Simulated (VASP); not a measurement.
# Sb (I4_1/amd) in VASP: single point with PBE

Aim: the single point of Sb with PBE.

Everything below comes from runs of VASP 6.6.1. Logs are shortened: lines on timing, memory, paths and dates and some standing lists are left out, and cuts for length are marked.

### Step 1. The cell of the first run

The structure is tetragonal, space group I4_1/amd (No. 141). The conventional cell has a = 6.083 Å, b = 6.083 Å, c = 3.318 Å, α = 90.00°, β = 90.00°, γ = 90.00°. Sb (site symmetry -4m2) has 10 Sb at 3.15 to 3.93 Å within 4.1 Å.

### Step 2. Single point, PBE

The input, INCAR:

```
PREC = Accurate
ENCUT = 520
EDIFF = 1E-6
ISMEAR = 0
SIGMA = 0.1
LREAL = F
LASPH = T
NELM = 100
ALGO = Normal
ISIF = 2
LWAVE = F
LCHARG = F
GGA = PE
NBANDS = 12
```

The input, KPOINTS:

```
regular mesh
0
Gamma
  6 6 6
```

The input, POSCAR:

```
Sb
1.0
   -3.0414989757      3.0414989757      1.6591938356
    3.0414989757     -3.0414989757      1.6591938356
    3.0414989757      3.0414989757     -1.6591938356
Sb
2
Direct
    0.0000000000      0.0000000000      0.0000000000
    0.7500000000      0.2500000000      0.5000000000
```

Potentials or basis: VASP PAW PBE potentials, release 64 (Sb).

Launch:

```sh
$ cat potpaw_PBE.64/Sb/POTCAR > POTCAR
$ mpirun -np 1 vasp_std > vasp.out
```

OUTCAR:

```text
PREC = Accurate
   ENCUT = 520
   EDIFF = 1E-6
   ISMEAR = 0
   LREAL = F
   LASPH = T
   NELM = 100
   ISIF = 2
   GGA = PE

 ion  position               nearest neighbor table
   1  0.000  0.000  0.000-   2 3.15   2 3.15   2 3.15   2 3.15
   2  0.750  0.250  0.500-   1 3.15   1 3.15   1 3.15   1 3.15

  LATTYP: Found a body centered tetragonal cell.
 ALAT       =     6.0829979514
 C/A-ratio  =     0.5455184594

  Lattice vectors:

 A1 = (  -3.0414989757,   3.0414989757,   1.6591938356)
 A2 = (   3.0414989757,  -3.0414989757,   1.6591938356)
 A3 = (   3.0414989757,   3.0414989757,  -1.6591938356)

Analysis of symmetry for initial positions (statically):
=====================================================================
 Subroutine PRICEL returns:
 Original cell was already a primitive cell.

 Routine SETGRP: Setting up the symmetry group for a
 body centered tetragonal supercell.

 Subroutine GETGRP returns: Found 16 space group operations
 (whereof  8 operations were pure point group operations)
 out of a pool of 16 trial point group operations.

The static configuration has the point symmetry D_2d.
 The point group associated with its full space group is D_4h.

Analysis of symmetry for dynamics (positions and initial velocities):
=====================================================================
 Subroutine PRICEL returns:
 Original cell was already a primitive cell.

 Routine SETGRP: Setting up the symmetry group for a
 body centered tetragonal supercell.

 Subroutine GETGRP returns: Found 16 space group operations
 (whereof  8 operations were pure point group operations)
 out of a pool of 16 trial point group operations.

The dynamic configuration has the point symmetry D_2d.
 The point group associated with its full space group is D_4h.

 Subroutine INISYM returns: Found 16 space group operations
 (whereof  8 operations are pure point group operations),
 and found     1 'primitive' translations

----------------------------------------------------------------------------------------

                                     Primitive cell

  volume of cell :      61.3949

  direct lattice vectors                    reciprocal lattice vectors
    -3.041498976  3.041498976  1.659193836     0.000000000  0.164392625  0.301351168
     3.041498976 -3.041498976  1.659193836     0.164392625  0.000000000  0.301351168
     3.041498976  3.041498976 -1.659193836     0.164392625  0.164392625  0.000000000

  length of vectors
     4.610244703  4.610244703  4.610244703     0.343274615  0.343274615  0.232486280

  position of ions in fractional coordinates (direct lattice)
     0.000000000  0.000000000  0.000000000
     0.750000000  0.250000000  0.500000000

  ion indices of the primitive-cell ions
   primitive index   ion index
                 1           1
                 2           2

----------------------------------------------------------------------------------------

 KPOINTS: regular mesh

Automatic generation of k-mesh.
 Grid dimensions read from file:
 generate k-points for:    6    6    6

 Generating k-lattice:

  Cartesian coordinates                     Fractional coordinates (reciprocal lattice)
     0.000000000  0.027398771  0.050225195     0.166666667 -0.000000000  0.000000000
     0.027398771  0.000000000  0.050225195    -0.000000000  0.166666667  0.000000000
     0.027398771  0.027398771  0.000000000     0.000000000  0.000000000  0.166666667

  Length of vectors
     0.057212436  0.057212436  0.038747713

  Shift w.r.t. Gamma in fractional coordinates (k-lattice)
     0.000000000  0.000000000  0.000000000

 Subroutine IBZKPT returns following result:
 ===========================================

 Found     30 irreducible k-points:

 Following reciprocal coordinates:
            Coordinates               Weight
  0.000000  0.000000  0.000000      1.000000
  0.166667 -0.000000  0.000000      8.000000
  0.333333 -0.000000  0.000000      8.000000
  0.500000 -0.000000  0.000000      4.000000
  0.166667  0.166667  0.000000      8.000000
  0.333333  0.166667  0.000000     16.000000
[... 16 lines left out ...]
 -0.333333 -0.333333  0.166667      8.000000
 -0.166667 -0.333333  0.166667      8.000000
 [... further k-points ...]
   k-points           NKPTS =     30   k-points in BZ     NKDIM =     30   number of bands    NBANDS=     12
   number of dos      NEDOS =    301   number of ions     NIONS =      2
   total plane-waves  NPLWV =  46656
   dimension x,y,z NGX =    36 NGY =   36 NGZ =   36
   dimension x,y,z NGXF=    72 NGYF=   72 NGZF=   72
   ions per type =               2
   NGX,Y,Z   is equivalent  to a cutoff of  12.98, 12.98, 12.98 a.u.
   NGXF,Y,Z  is equivalent  to a cutoff of  25.96, 25.96, 25.96 a.u.
 SYSTEM =  unknown system
   PREC   = accura    normal or accurate (medium, high low for compatibility)
   ISTART =      0    job   : 0-new  1-cont  2-samecut
   ICHARG =      2    charge: 1-file 2-atom 10-const
   ISPIN  =      1    spin polarized calculation?
   LNONCOLLINEAR =      F non collinear calculations
   LSORBIT =      F    spin-orbit coupling
   LASPH  =      T    aspherical Exc in radial PAW
   ENCUT  =  520.0 eV  38.22 Ry    6.18 a.u.   8.57  8.57  8.57*2*pi/ulx,y,z
   NELM   =    100;   NELMIN=  2; NELMDL= -5     # of ELM steps
   EDIFF  = 0.1E-05   stopping-criterion for ELM
   LREAL  =      F    real-space projection
   EDIFFG = 0.1E-04   stopping-criterion for IOM
   NSW    =      0    number of steps for IOM
   IBRION =     -1    ionic relax: 0-MD 1-quasi-New 2-CG
   NFREE  =      0    steps in history (QN), initial steepest desc. (CG)
   ISIF   =      2    stress and relaxation
   ISYM   =      2    0-nonsym 1-usesym 2-fastsym
   POTIM  = 0.5000    time-step for ionic-motion
   TEBEG  =    0.0;   TEEND  =   0.0 temperature during run
   PSTRESS=    0.0 pullay stress
   NELECT =      10.0000    total number of electrons
   NUPDOWN=      -1.0000    fix difference up-down
   EMIN   =  10.00;   EMAX   =-10.00  energy-range for DOS
   EFERMI =   0.00;   METHOD = LEGACY
   ISMEAR =     0;   SIGMA  =   0.10  broadening in eV -4-tet -1-fermi 0-gaus
   EFERMI_NEDOS =   21; number of points for ismear=-14 and -15
   IALGO  =     38    algorithm
   IMIX   =      4    mixing-type and parameters
     AMIX     =   0.40;   BMIX     =  1.00
     AMIX_MAG =   1.60;   BMIX_MAG =  1.00
  volume/ion in A,a.u.               =      30.70       207.16
  Fermi-wavevector in a.u.,A,eV,Ry     =   0.894055  1.689518 10.875593  0.799334
  Thomas-Fermi vector in A             =   2.016211
   LORBIT       =      0    0 simple, 1 ext, 2 COOP (PROOUT), +10 PAW based schemes
   GGA     = PE    functional components
   LHFCALC =     F    Hartree Fock is set to
   AEXX    =    0.0000 exact exchange contribution
   IVDW    =     0    specifies the selected vdW correction
   LEPSILON=     F    determine dielectric tensor
   LRPA    =     F    only Hartree local field effects (RPA)
 non-spin polarized calculation
 Gauss-broadening in eV      SIGMA  =   0.10
  energy-cutoff  :      520.00
  volume of cell :       61.39
 maximum number of plane-waves:      1682
 NGX is ok and might be reduce to    36
   NGX = 17   NGY = 17   NGZ = 17

 number of electron      10.0000001 magnetization

 Free energy of the ion-electron system (eV)
  ---------------------------------------------------
  ext. energy  EPLUGINS =         0.00000000
  ---------------------------------------------------
  free energy    TOTEN  =        -7.98339049 eV

  energy without entropy =       -7.97679880  energy(sigma->0) =       -7.98009465

 E-fermi :   6.8356     XC(G=0):  -9.5672

 val. band max:        6.7451453162   @ k =   0.5000   0.3333   0.0000
 cond. band min:       6.9004144727   @ k =  -0.3333   0.1667   0.0000
 fundamental gap:      0.1552691565
 Fermi energy:         6.8355671704

 k-point     1 :       0.0000    0.0000    0.0000
  band No.  band energies     occupation
      1      -5.2483      2.00000
      2       0.0040      2.00000
      3       3.7252      2.00000
      4       3.7252      2.00000
      5       9.3056      0.00000
      6      10.4068      0.00000
      7      10.4068      0.00000
      8      10.6023      0.00000
      9      10.7059      0.00000
     10      14.5719      0.00000
     11      15.2601      0.00000
     12      15.3954      0.00000

 k-point     2 :       0.1667   -0.0000    0.0000
  band No.  band energies     occupation
      1      -4.7936      2.00000
      2      -0.0890      2.00000
      3       3.8001      2.00000
      4       4.6049      2.00000
      5       7.8167      0.00000
      6       8.3180      0.00000
      7       9.6198      0.00000
      8       9.9684      0.00000
      9      10.3667      0.00000
     10      13.6479      0.00000
     11      14.0766      0.00000
     12      15.2437      0.00000

 k-point     3 :       0.3333   -0.0000    0.0000
  band No.  band energies     occupation
      1      -3.5077      2.00000
      2      -0.1412      2.00000
      3       4.1033      2.00000
      4       4.2340      2.00000
      5       5.1760      2.00000
      6       6.9596      0.07951
      7       8.5835      0.00000
      8       8.9473      0.00000
      9      12.2627      0.00000
     10      12.3112      0.00000
     11      14.0592      0.00000
     12      16.3198      0.00000

 k-point     4 :       0.5000   -0.0000    0.0000
  band No.  band energies     occupation
      1      -2.2397      2.00000
      2      -0.5310      2.00000
      3       2.8122      2.00000
      4       3.9824      2.00000
      5       4.3796      2.00000
      6       7.5339      0.00000
      7       8.0909      0.00000
      8       8.8622      0.00000
      9      12.5412      0.00000
     10      14.3343      0.00000
     11      14.4213      0.00000
     12      15.8552      0.00000

 k-point     5 :       0.1667    0.1667    0.0000
  band No.  band energies     occupation
      1      -3.6979      2.00000
      2       0.2087      2.00000
      3       4.2499      2.00000
      4       4.8555      2.00000
      5       5.4134      2.00000
      6       5.5449      2.00000
      7       9.0809      0.00000
      8       9.0929      0.00000
      9      11.4882      0.00000
     10      12.6775      0.00000
     11      12.7654      0.00000
     12      17.3302      0.00000
[... 228 lines left out ...]
      1      -3.2603      2.00000
      2      -2.2945      2.00000
      3       2.8365      2.00000
      4       3.8304      2.00000
      5       6.6294      1.99644
      6       8.7559      0.00000
      7      10.0330      0.00000
      8      10.9473      0.00000
      9      14.3256      0.00000
     10      15.6576      0.00000
     11      15.9827      0.00000
     12      17.0915      0.00000

 k-point    22 :      -0.1667    0.5000    0.1667
  band No.  band energies     occupation
      1      -2.5278      2.00000
      2      -1.1949      2.00000
      3       3.1650      2.00000
      4       3.2813      2.00000
      5       5.1404      2.00000
      6       6.3958      2.00000
      7       9.7881      0.00000
      8      10.2728      0.00000
      9      14.1641      0.00000
     10      14.4517      0.00000
     11      15.4933      0.00000
     12      16.1496      0.00000

 k-point    23 :      -0.3333   -0.3333    0.1667
  band No.  band energies     occupation
      1      -2.1581      2.00000
      2      -1.4524      2.00000
      3       2.7647      2.00000
      4       3.6028      2.00000
      5       4.1314      2.00000
      6       6.7115      1.92060
      7      10.5323      0.00000
      8      10.5478      0.00000
      9      14.0762      0.00000
     10      14.1877      0.00000
     11      15.9094      0.00000
     12      17.2357      0.00000

 k-point    24 :      -0.1667   -0.3333    0.1667
  band No.  band energies     occupation
      1      -2.5027      2.00000
      2       0.0907      2.00000
      3       2.7422      2.00000
      4       4.2871      2.00000
      5       4.6992      2.00000
      6       5.1466      2.00000
      7       8.6139      0.00000
      8       9.2134      0.00000
      9      12.8458      0.00000
     10      13.5566      0.00000
     11      14.8254      0.00000
     12      17.2430      0.00000

 [... further k-points ...]
[... 5 lines left out ...]
  --------------------------------------------------------------------------------------
  -------------------------------------------------------------------------------------
  Total       -0.6637394     -0.6637394     -0.6329818      0.0000000      0.0000000      0.0000000
  in kB      -17.3211100    -17.3211100    -16.5184509      0.0000000      0.0000000      0.0000000
  external PRESSURE =     -17.0535570 kB  Pullay stress =       0.0000000 kB

 VOLUME and BASIS-vectors are now :
 -----------------------------------------------------------------------------
  energy-cutoff  :      520.00
  volume of cell :       61.39
      direct lattice vectors                 reciprocal lattice vectors
    -3.041498976  3.041498976  1.659193836     0.000000000  0.164392625  0.301351168
     3.041498976 -3.041498976  1.659193836     0.164392625  0.000000000  0.301351168
     3.041498976  3.041498976 -1.659193836     0.164392625  0.164392625  0.000000000

 POSITION                                       TOTAL-FORCE (eV/Angst)
 -----------------------------------------------------------------------------------
      0.00000      0.00000      0.00000         0.000000     -0.000000     -0.000000
     -0.00000      3.04150      0.82960        -0.000000      0.000000      0.000000
 -----------------------------------------------------------------------------------
    total drift:                               -0.000000      0.000000      0.000000

  FREE ENERGIE OF THE ION-ELECTRON SYSTEM (eV)
  ---------------------------------------------------
  free  energy   TOTEN  =        -7.9833904899 eV

  energy  without entropy=       -7.9767988004  energy(sigma->0) =       -7.98009465
```

Wall time 19 s (1 thread of Intel Xeon Platinum 8375C at 2.90GHz (Ice Lake), shared host); peak memory 0.2 GiB.

Results:

```
Free energy            : -7.9834 eV
Pressure               : -1.7 GPa
Band gap on the k mesh : zero (band 5 reaches 9.75 eV, above the bottom of band 6 at 5.15 eV)
```

Levels at points of the mesh, in eV from the Fermi level:
```csv
k point,band 3,band 4,band 5,band 6,band 7,band 8
"(0.00, 0.00, 0.00)",-3.11,-3.11,2.47,3.57,3.57,3.77
"(0.50, 0.00, 0.00)",-4.02,-2.85,-2.46,0.70,1.26,2.03
"(0.50, 0.50, 0.00)",-1.01,-1.01,-0.46,-0.46,3.54,3.54
"(0.50, 0.50, 0.50)",-5.27,-5.27,2.82,2.82,5.67,5.67
```

Caveat: spin-orbit coupling is left out, which moves the levels of the heavy elements.
